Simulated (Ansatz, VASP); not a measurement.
## MgSe in VASP and in Ansatz

```
Mg Se
1.0
     0.00000    2.76072    2.76072
     2.76072    0.00000    2.76072
     2.76072    2.76072    0.00000
Mg Se
1 1
Direct
  0.00000 0.00000 0.00000
  0.50000 0.50000 0.50000
```

Alike in both runs: task single point; functional PBEsol; k mesh 8 × 8 × 8; occupations gaussian, width 0.05 eV; no spin polarisation.

|  | VASP | Ansatz |
| --- | --- | --- |
| version | VASP 6.6.1 | Ansatz 0.2.0 |
| potentials or method | VASP PAW PBE potentials, release 64 (Mg, Se), cutoff 600 eV | scalar-relativistic, plane waves, PAW |
| valence electrons in the cell | 8 | 26 |

Ansatz gave:

```
gap on the k mesh at the Fermi level (eV) : 1.71
least direct gap on the mesh (eV)         : 2.25
pressure (GPa)                            : -2.3
```

Q: Estimate VASP's values.

A: gap on the k mesh at the Fermi level (eV): 1.70; least direct gap on the mesh (eV): 2.25; pressure (GPa): -2.4.

VASP's potentials were made for PBE, not for PBEsol. With one functional, cell and mesh, what is left measures potentials, basis and numerics. VASP's potentials hold 8 valence electrons a cell and Ansatz's 26, so a difference there can come from the potentials and not from the codes.
